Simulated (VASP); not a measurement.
# Bi (Im-3m) in VASP: settings compared

Bi is run at these levels: LDA, PBEsol+D3(BJ), PBE, PBEsol; tasks: vibrations by perturbation theory, elastic constants, single point.

Program: VASP 6.6.1. These are calculated values, not measurements. Logs are shortened: lines on timing, memory, paths and dates and some standing lists are left out, and cuts for length are marked.

## (1) The cell of the first run

Symmetry: Im-3m, No. 229, cubic system. Conventional cell: a = 3.963 Å, b = 3.963 Å, c = 3.963 Å, α = 90.00°, β = 90.00°, γ = 90.00°. Within 4.5 Å of Bi (site symmetry m-3m) lie 14 Bi at 3.43 to 3.96 Å.

This isn't the form of Bi at room conditions, which is rhombohedral.

## (2) Vibrations by perturbation theory, LDA

File INCAR:

```
PREC     = Accurate       # precision mode
ENCUT    = 500            # plane-wave cutoff, eV
EDIFF    = 1E-8           # SCF threshold, eV
ISMEAR   = -1             # smearing method
SIGMA    = 0.05           # smearing width, eV
LREAL    = F              # projectors in reciprocal space
LASPH    = T              # aspherical terms in the spheres
NELM     = 120            # most SCF steps
ALGO     = Normal         # electronic algorithm
ISIF     = 2              # what is computed and relaxed
LWAVE    = F              # write WAVECAR
LCHARG   = F              # write CHGCAR
GGA      = CA             # functional
IBRION   = 8              # ionic algorithm
NSW      = 1              # ionic steps
GGA_COMPAT= F
```

File KPOINTS:

```
Automatic mesh
0
Gamma
  7 7 7
```

File POSCAR:

```
Bi
1.0
   -1.9814305318      1.9814305318      1.9814305318
    1.9814305318     -1.9814305318      1.9814305318
    1.9814305318      1.9814305318     -1.9814305318
Bi
1
Direct
    0.0000000000      0.0000000000      0.0000000000
```

Potentials or basis: VASP PAW LDA potentials, release 64 (Bi_d).

The run is started by

```console
> cat potpaw_LDA.64/Bi_d/POTCAR > POTCAR
> mpirun -np 1 vasp_std > vasp.out
```

OUTCAR:

```text
PREC = Accurate
   ENCUT = 500
   EDIFF = 1E-8
   ISMEAR = -1
   LREAL = F
   LASPH = T
   NELM = 120
   ISIF = 2
   GGA = CA
   IBRION = 8
   NSW = 1

 ion  position               nearest neighbor table
   1  0.000  0.000  0.000-

  LATTYP: Found a body centered cubic cell.
 ALAT       =     3.9628610636

  Lattice vectors:

 A1 = (  -1.9814305318,   1.9814305318,   1.9814305318)
 A2 = (   1.9814305318,  -1.9814305318,   1.9814305318)
 A3 = (   1.9814305318,   1.9814305318,  -1.9814305318)

Analysis of symmetry for initial positions (statically):
=====================================================================
 Subroutine PRICEL returns:
 Original cell was already a primitive cell.

 Routine SETGRP: Setting up the symmetry group for a
 body centered cubic supercell.

 Subroutine GETGRP returns: Found 48 space group operations
 (whereof 48 operations were pure point group operations)
 out of a pool of 48 trial point group operations.

The static configuration has the point symmetry O_h .

Analysis of symmetry for dynamics (positions and initial velocities):
=====================================================================
 Subroutine PRICEL returns:
 Original cell was already a primitive cell.

 Routine SETGRP: Setting up the symmetry group for a
 body centered cubic supercell.

 Subroutine GETGRP returns: Found 48 space group operations
 (whereof 48 operations were pure point group operations)
 out of a pool of 48 trial point group operations.

The dynamic configuration has the point symmetry O_h .

 Subroutine INISYM returns: Found 48 space group operations
 (whereof 48 operations are pure point group operations),
 and found     1 'primitive' translations

----------------------------------------------------------------------------------------

                                     Primitive cell

  volume of cell :      31.1169

  direct lattice vectors                    reciprocal lattice vectors
    -1.981430532  1.981430532  1.981430532     0.000000000  0.252342937  0.252342937
     1.981430532 -1.981430532  1.981430532     0.252342937  0.000000000  0.252342937
     1.981430532  1.981430532 -1.981430532     0.252342937  0.252342937  0.000000000

  length of vectors
     3.431938353  3.431938353  3.431938353     0.356866804  0.356866804  0.356866804

  position of ions in fractional coordinates (direct lattice)
     0.000000000  0.000000000  0.000000000

  ion indices of the primitive-cell ions
   primitive index   ion index
                 1           1

----------------------------------------------------------------------------------------

 KPOINTS: Automatic mesh

Automatic generation of k-mesh.
 Grid dimensions read from file:
 generate k-points for:    7    7    7

 Generating k-lattice:

  Cartesian coordinates                     Fractional coordinates (reciprocal lattice)
     0.000000000  0.036048991  0.036048991     0.142857143  0.000000000  0.000000000
     0.036048991  0.000000000  0.036048991     0.000000000  0.142857143  0.000000000
     0.036048991  0.036048991  0.000000000     0.000000000  0.000000000  0.142857143

  Length of vectors
     0.050980972  0.050980972  0.050980972

  Shift w.r.t. Gamma in fractional coordinates (k-lattice)
     0.000000000  0.000000000  0.000000000

 Subroutine IBZKPT returns following result:
 ===========================================

 Found     20 irreducible k-points:

 Following reciprocal coordinates:
            Coordinates               Weight
  0.000000  0.000000  0.000000      1.000000
  0.142857  0.000000  0.000000     12.000000
  0.285714  0.000000  0.000000     12.000000
  0.428571  0.000000  0.000000     12.000000
  0.142857  0.142857  0.000000     24.000000
  0.285714  0.142857 -0.000000     48.000000
[... 12 lines left out ...]
 -0.428571 -0.428571  0.285714      8.000000
 -0.428571  0.428571  0.428571      6.000000
   k-points           NKPTS =     20   k-points in BZ     NKDIM =     20   number of bands    NBANDS=     11
   number of dos      NEDOS =    301   number of ions     NIONS =      1
   total plane-waves  NPLWV =  21952
   dimension x,y,z NGX =    28 NGY =   28 NGZ =   28
   dimension x,y,z NGXF=    56 NGYF=   56 NGZF=   56
   ions per type =               1
   NGX,Y,Z   is equivalent  to a cutoff of  13.56, 13.56, 13.56 a.u.
   NGXF,Y,Z  is equivalent  to a cutoff of  27.13, 27.13, 27.13 a.u.
 SYSTEM =  unknown system
   PREC   = accura    normal or accurate (medium, high low for compatibility)
   ISTART =      0    job   : 0-new  1-cont  2-samecut
   ICHARG =      2    charge: 1-file 2-atom 10-const
   ISPIN  =      1    spin polarized calculation?
   LNONCOLLINEAR =      F non collinear calculations
   LSORBIT =      F    spin-orbit coupling
   LASPH  =      T    aspherical Exc in radial PAW
   ENCUT  =  500.0 eV  36.75 Ry    6.06 a.u.   6.26  6.26  6.26*2*pi/ulx,y,z
   NELM   =    120;   NELMIN=  2; NELMDL= -5     # of ELM steps
   EDIFF  = 0.1E-07   stopping-criterion for ELM
   LREAL  =      F    real-space projection
   EDIFFG = 0.1E-06   stopping-criterion for IOM
   NSW    =      1    number of steps for IOM
   IBRION =      8    ionic relax: 0-MD 1-quasi-New 2-CG
   NFREE  =      0    steps in history (QN), initial steepest desc. (CG)
   ISIF   =      2    stress and relaxation
   ISYM   =      2    0-nonsym 1-usesym 2-fastsym
   POTIM  = 0.5000    time-step for ionic-motion
   TEBEG  =    0.0;   TEEND  =   0.0 temperature during run
   PSTRESS=    0.0 pullay stress
   NELECT =      15.0000    total number of electrons
   NUPDOWN=      -1.0000    fix difference up-down
   EMIN   =  10.00;   EMAX   =-10.00  energy-range for DOS
   EFERMI =   0.00;   METHOD = LEGACY
   ISMEAR =    -1;   SIGMA  =   0.05  broadening in eV -4-tet -1-fermi 0-gaus
   EFERMI_NEDOS =   21; number of points for ismear=-14 and -15
   IALGO  =     38    algorithm
   IMIX   =      4    mixing-type and parameters
     AMIX     =   0.40;   BMIX     =  1.00
     AMIX_MAG =   1.60;   BMIX_MAG =  1.00
  volume/ion in A,a.u.               =      31.12       209.99
  Fermi-wavevector in a.u.,A,eV,Ry     =   1.283630  2.425708 22.418388  1.647705
  Thomas-Fermi vector in A             =   2.415871
   LORBIT       =      0    0 simple, 1 ext, 2 COOP (PROOUT), +10 PAW based schemes
   GGA     = CA    functional components
   LHFCALC =     F    Hartree Fock is set to
   AEXX    =    0.0000 exact exchange contribution
   IVDW    =     0    specifies the selected vdW correction
   LEPSILON=     F    determine dielectric tensor
   LRPA    =     F    only Hartree local field effects (RPA)
 non-spin polarized calculation
  energy-cutoff  :      500.00
  volume of cell :       31.12
 maximum number of plane-waves:       798
 NGX is ok and might be reduce to    28
   NGX = 13   NGY = 13   NGZ = 13

--------------------------------------- Ionic step        1  -------------------------------------------

 number of electron      14.9999994 magnetization

 Free energy of the ion-electron system (eV)
  ---------------------------------------------------
  ext. energy  EPLUGINS =         0.00000000
  ---------------------------------------------------
  free energy    TOTEN  =        -4.41398715 eV

  energy without entropy =       -4.40534442  energy(sigma->0) =       -4.40966578

 E-fermi :   7.6118     XC(G=0): -10.5287

 val. band max:        7.5825345929   @ k =  -0.4286   0.4286   0.2857
 cond. band min:       7.8257213220   @ k =  -0.2857   0.2857   0.2857
 fundamental gap:      0.2431867290
 Fermi energy:         7.6118288671

 k-point     1 :       0.0000    0.0000    0.0000
  band No.  band energies     occupation
      1     -15.2773      2.00000
      2     -15.2773      2.00000
      3     -15.2773      2.00000
      4     -15.1455      2.00000
      5     -15.1455      2.00000
      6      -5.8522      2.00000
      7      12.7284      0.00000
      8      12.7284      0.00000
      9      12.7284      0.00000
     10      16.9072      0.00000
     11      18.1960      0.00000

 k-point     2 :       0.1429    0.0000    0.0000
  band No.  band energies     occupation
      1     -15.2848      2.00000
      2     -15.2648      2.00000
      3     -15.2378      2.00000
      4     -15.1538      2.00000
      5     -15.1470      2.00000
      6      -5.4829      2.00000
      7       9.8800      0.00000
      8      11.7678      0.00000
      9      12.4090      0.00000
     10      16.0719      0.00000
     11      16.9808      0.00000
[... 239 lines left out ...]
 k-point    20 :      -0.4286    0.4286    0.4286
  band No.  band energies     occupation
      1     -15.2795      2.00000
      2     -15.2723      2.00000
      3     -15.0949      2.00000
      4     -15.0949      2.00000
      5     -15.0922      2.00000
      6      -1.0454      2.00000
      7       5.6238      2.00000
      8       6.0873      2.00000
      9       6.0873      2.00000
     10      11.4277      0.00000
     11      12.3883      0.00000

------------------------ aborting loop because EDIFF is reached ----------------------------------------

  FORCE on cell =-STRESS in cart. coord.  units (eV):
  Direction    XX          YY          ZZ          XY          YZ          ZX
  --------------------------------------------------------------------------------------
  -------------------------------------------------------------------------------------
  Total       -0.4393785     -0.4393785     -0.4393785     -0.0000000     -0.0000000     -0.0000000
  in kB      -22.6231362    -22.6231362    -22.6231362     -0.0000000     -0.0000000     -0.0000000
  external PRESSURE =     -22.6231362 kB  Pullay stress =       0.0000000 kB

 VOLUME and BASIS-vectors are now :
 -----------------------------------------------------------------------------
  energy-cutoff  :      500.00
  volume of cell :       31.12
      direct lattice vectors                 reciprocal lattice vectors
    -1.981430532  1.981430532  1.981430532     0.000000000  0.252342937  0.252342937
     1.981430532 -1.981430532  1.981430532     0.252342937  0.000000000  0.252342937
     1.981430532  1.981430532 -1.981430532     0.252342937  0.252342937  0.000000000

 POSITION                                       TOTAL-FORCE (eV/Angst)
 -----------------------------------------------------------------------------------
      0.00000      0.00000      0.00000         0.000000      0.000000      0.000000
 -----------------------------------------------------------------------------------
    total drift:                               -0.000000     -0.000000     -0.000000

  FREE ENERGIE OF THE ION-ELECTRON SYSTEM (eV)
  ---------------------------------------------------
  free  energy   TOTEN  =        -4.4139871508 eV

  energy  without entropy=       -4.4053444177  energy(sigma->0) =       -4.40966578

[... ionic steps 2 to 3 ...]

--------------------------------------- Ionic step        4  -------------------------------------------

 Free energy of the ion-electron system (eV)
  ---------------------------------------------------
  ---------------------------------------------------
  free energy    TOTEN  =        -0.32325460 eV

  energy without entropy =       -0.32325460

------------------------ aborting loop because EDIFF is reached ----------------------------------------

 INTERNAL STRAIN TENSOR  FOR ION    1  DIRECTION 1   (eV/Angst):
 -----------------------------------------------------------------------------
    -0.01083  0.00000 -0.00000
    -0.00000  0.00797  0.00000
     0.00000  0.00000  0.00797

 INTERNAL STRAIN TENSOR FOR ION    1 for displacements in x,y,z  (eV/Angst):
          X           Y           Z          XY          YZ          ZX
  --------------------------------------------------------------------------------
  x     0.00000     0.00000     0.00000     0.00000     0.00000     0.00000
  y     0.00000     0.00000     0.00000     0.00000     0.00000     0.00000
  z     0.00000     0.00000     0.00000     0.00000     0.00000     0.00000

 SECOND DERIVATIVES (NOT SYMMETRIZED)
 ------------------------------------
               1X          1Y          1Z
  1X     0.057175    0.000000    0.000000
  1Y     0.000000    0.057175    0.000000
  1Z     0.000000    0.000000    0.057175

 Eigenvectors and eigenvalues of the dynamical matrix
 ----------------------------------------------------

   1 f/i=    0.258584 THz     1.624732 2PiTHz    8.625438 cm-1     1.069418 meV
             X         Y         Z           dx          dy          dz
      0.000000  0.000000  0.000000     1.000000    0.000000    0.000000

   2 f/i=    0.258584 THz     1.624732 2PiTHz    8.625438 cm-1     1.069418 meV
             X         Y         Z           dx          dy          dz
      0.000000  0.000000  0.000000     0.000000    1.000000    0.000000

   3 f/i=    0.258584 THz     1.624732 2PiTHz    8.625438 cm-1     1.069418 meV
             X         Y         Z           dx          dy          dz
      0.000000  0.000000  0.000000     0.000000    0.000000    1.000000

--------------------------------------------------------------------------------------------------------

 ELASTIC MODULI CONTR FROM IONIC RELAXATION (kBar)
 Direction    XX          YY          ZZ          XY          YZ          ZX
 --------------------------------------------------------------------------------
 XX           0.0000      0.0000      0.0000      0.0000      0.0000      0.0000
 YY           0.0000      0.0000      0.0000      0.0000      0.0000      0.0000
 ZZ           0.0000      0.0000      0.0000      0.0000      0.0000      0.0000
 XY           0.0000      0.0000      0.0000      0.0000      0.0000      0.0000
 YZ           0.0000      0.0000      0.0000      0.0000      0.0000      0.0000
 ZX           0.0000      0.0000      0.0000      0.0000      0.0000      0.0000
 --------------------------------------------------------------------------------
```

Wall time 23 s (1 thread of Intel Xeon Platinum 8375C at 2.90GHz (Ice Lake), shared host); peak memory 0.16 GiB.

Caveat: the cell stands under pressure or tension, which shifts response properties; spin-orbit coupling is left out, which moves the levels of the heavy elements.

(Continued in part 2 of 3.)
